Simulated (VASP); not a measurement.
A run of VASP 6.6.1 is set up as follows.

Contents of INCAR:

```
PREC = Accurate ; ENCUT = 500
EDIFF = 1E-7 ; ISMEAR = 0
SIGMA = 0.02 ; LREAL = F
LASPH = T ; NELM = 120
ALGO = Normal ; ISIF = 3
LWAVE = F ; LCHARG = F
GGA = PS ; IBRION = 2
NSW = 80 ; EDIFFG = -0.01
GGA_COMPAT = F ; NELMIN = 4
```

The input KPOINTS:

```
regular mesh
0
Gamma
  6 6 4
```

Contents of POSCAR:

```
SnS2
1.0
    3.6390000000      0.0000000000      0.0000000000
   -1.8195000000      3.1514664444      0.0000000000
    0.0000000000      0.0000000000      5.8680000000
Sn S
1 2
Direct
    0.0000000000      0.0000000000      0.0000000000
    0.3333333333      0.6666666667      0.2500000000
    0.6666666667      0.3333333333      0.7500000000
```

Potentials or basis: VASP PAW PBE potentials, release 64 (Sn_d, S).

Run with:

```sh
$ cat potpaw_PBE.64/Sn_d/POTCAR potpaw_PBE.64/S/POTCAR > POTCAR
$ mpirun -np 1 vasp_std > vasp.out
```

(1) Predict the band gap on the k mesh.

(2) Estimate the space group after relaxing (to 0.05 Å).

(3) Predict the relaxed cell.

(4) Predict the relaxed volume.

Results:

(1) 1.49 eV, indirect (least direct gap 1.81 eV).

(2) P-3m1 (No. 164).

(3) a = 3.651 Å, b = 3.651 Å, c = 6.035 Å, α = 90.00°, β = 90.00°, γ = 120.00°.

(4) 23.22 Å³/atom.

Caveat: the PAW data sets were made with another functional, which shifts forces and pressure a little; spin-orbit coupling is left out, which moves the levels of the heavy elements; this functional lacks dispersion, which binds the layers, so the pressure and a relaxed spacing across them are unreliable.
